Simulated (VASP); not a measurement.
A run of VASP 6.6.1:

The input INCAR:

```
PREC = Accurate ; ENCUT = 520
EDIFF = 1E-6 ; ISMEAR = -1
SIGMA = 0.05 ; LREAL = False
LASPH = True ; NELM = 80
ALGO = Normal ; ISIF = 2
LWAVE = False ; LCHARG = False
GGA = RE ; NBANDS = 35
```

KPOINTS

```
Automatic mesh
0
Gamma
  7 7 7
```

The input POSCAR:

```
Al2O3
1.0
    2.3316598353      1.3461844335      4.2434364115
   -2.3316598353      1.3461844335      4.2434364115
    0.0000000000     -2.6923688671      4.2434364115
Al O
4 6
Direct
    0.8521600000      0.8521600000      0.8521600000
    0.6478400000      0.6478400000      0.6478400000
    0.1478400000      0.1478400000      0.1478400000
    0.3521600000      0.3521600000      0.3521600000
    0.0566800000      0.7500000000      0.4433200000
    0.7500000000      0.4433200000      0.0566800000
    0.4433200000      0.0566800000      0.7500000000
    0.9433200000      0.2500000000      0.5566800000
    0.2500000000      0.5566800000      0.9433200000
    0.5566800000      0.9433200000      0.2500000000
```

Potentials or basis: VASP PAW PBE potentials, release 64 (Al, O).

The run is started by

```sh
$ cat potpaw_PBE.64/Al/POTCAR potpaw_PBE.64/O/POTCAR > POTCAR
$ mpirun -np 1 vasp_std > vasp.out
```

Hardware: 1 thread of Intel(R) Xeon(R) 6975P-C (Granite Rapids) (shared host).

Question: How long does it take, and how much memory?

Answer: Run time: 110 s on 1 thread of Intel(R) Xeon(R) 6975P-C (Granite Rapids) (shared host), peak memory 0.27 GiB. Counts: scf iterations 13, k points 44.
